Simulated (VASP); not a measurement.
A run of VASP 6.6.1 is set up as follows.

Contents of INCAR:

```
SYSTEM = SnO2
ALGO = Normal
EDIFF = 1E-6
ENCUT = 520
GGA = PE
ISIF = 2
ISMEAR = 0
LASPH = .True.
LCHARG = .False.
LREAL = .False.
LWAVE = .False.
NBANDS = 35
NELM = 60
PREC = Accurate
SIGMA = 0.05
```

The input KPOINTS:

```
k-points
0
Gamma
  10 10 10
  0 0 0
```

The input POSCAR:

```
SnO2
1.0
   -2.0262505044      2.0262505044      5.1806864801
    2.0262505044     -2.0262505044      5.1806864801
    2.0262505044      2.0262505044     -5.1806864801
Sn O
2 4
Direct
    0.7500000000      0.2500000000      0.5000000000
    0.0000000000      0.0000000000      0.0000000000
    0.7692909844      0.7692909844      0.0000000000
    0.9524019562      0.4524019562      0.5000000000
    0.2024019562      0.2024019562      0.0000000000
    0.5475980438      0.0475980438      0.5000000000
```

Potentials or basis: VASP PAW PBE potentials, release 64 (Sn_d, O).

Command:

```console
$ cat potpaw_PBE.64/Sn_d/POTCAR potpaw_PBE.64/O/POTCAR > POTCAR
$ mpirun -np 1 vasp_std > vasp.out
```

(1) What does it give for the band gap on the k mesh?

(2) Estimate the largest force.

Results:

(1) 0.68 eV (least direct gap 1.25 eV).

(2) 2.173 eV/Å.

Caveat: the cell differs from its parent crystal (atom 3 (O) moved by +0.000 Å along [0 1 0] and -0.293 Å along [0 0 1]); spin-orbit coupling is left out, which moves the levels of the heavy elements; forces of over 1 eV/Å act on the atoms, so gaps and moduli don't describe the material at rest.
